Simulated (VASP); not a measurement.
A run of VASP 6.6.1:

File INCAR:

```
SYSTEM = NaTi
PREC = Accurate
ENCUT = 520
EDIFF = 1E-6
ISMEAR = 0
SIGMA = 0.1
LREAL = .FALSE.
LASPH = .TRUE.
NELM = 80
ALGO = Normal
ISIF = 2
LWAVE = .FALSE.
LCHARG = .TRUE.
GGA = PE
LELF = .TRUE.
LVHAR = .TRUE.
NBANDS = 16
```

The input KPOINTS:

```
Automatic mesh
0
G
  6 6 6
  0 0 0
```

File POSCAR:

```
NaTi
1.0
    1.4578195840      0.8416725292      4.6434253415
   -1.4578195840      0.8416725292      4.6434253415
    0.0000000000     -1.6833450584      4.6434253415
Na Ti
1 1
Direct
    0.0000000000      0.0000000000      0.0000000000
    0.5000000000      0.5000000000      0.5000000000
```

Potentials or basis: VASP PAW PBE potentials, release 64 (Na_pv, Ti_sv).

Run with:

```bash
$ cat potpaw_PBE.64/Na_pv/POTCAR potpaw_PBE.64/Ti_sv/POTCAR > POTCAR
$ mpirun -np 1 vasp_std > vasp.out
```

Hardware: 1 thread of Intel(R) Xeon(R) 6975P-C (Granite Rapids), on a shared host.

Q: How long does it take, and how much memory?

A: Run time: 42 s on 1 thread of Intel(R) Xeon(R) 6975P-C (Granite Rapids), on a shared host, peak memory 0.22 GiB. Counts: scf iterations 13, k points 32.
